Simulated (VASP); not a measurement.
Here is a VASP 6.6.1 calculation.

File INCAR:

```
ALGO = Normal
EDIFF = 1E-6
ENCUT = 520
GGA = PS
ISIF = 2
ISMEAR = -1
LASPH = T
LCHARG = F
LREAL = F
LWAVE = F
NBANDS = 17
NELM = 60
PREC = Accurate
SIGMA = 0.05
```

KPOINTS

```
k-points
0
Gamma
  10 10 8
```

POSCAR

```
CaB2H2
1.0
    3.4767192709      0.0000000000      0.0000000000
   -1.7383596355      3.0109272105      0.0000000000
    0.0000000000      0.0000000000      3.9792940000
Ca B H
1 2 2
Direct
    0.0000000000      0.0000000000      0.0000000000
    0.3333333333      0.6666666667      0.4628360000
    0.6666666667      0.3333333333      0.5371640000
    0.3333333333      0.6666666667      0.1511690000
    0.6666666667      0.3333333333      0.8488310000
```

Potentials or basis: VASP PAW PBE potentials, release 64 (Ca_sv, B, H).

Run with:

```sh
$ cat potpaw_PBE.64/Ca_sv/POTCAR potpaw_PBE.64/B/POTCAR potpaw_PBE.64/H/POTCAR > POTCAR
$ mpirun -np 1 vasp_std > vasp.out
```

(1) What does it give for the pressure?

(2) What does it give for the band gap on the k mesh?

Results:

(1) -3.3 GPa.

(2) zero (band 9 reaches 4.84 eV, above the bottom of band 10 at 4.75 eV).

Caveat: the PAW data sets were made with another functional, which shifts forces and pressure a little.
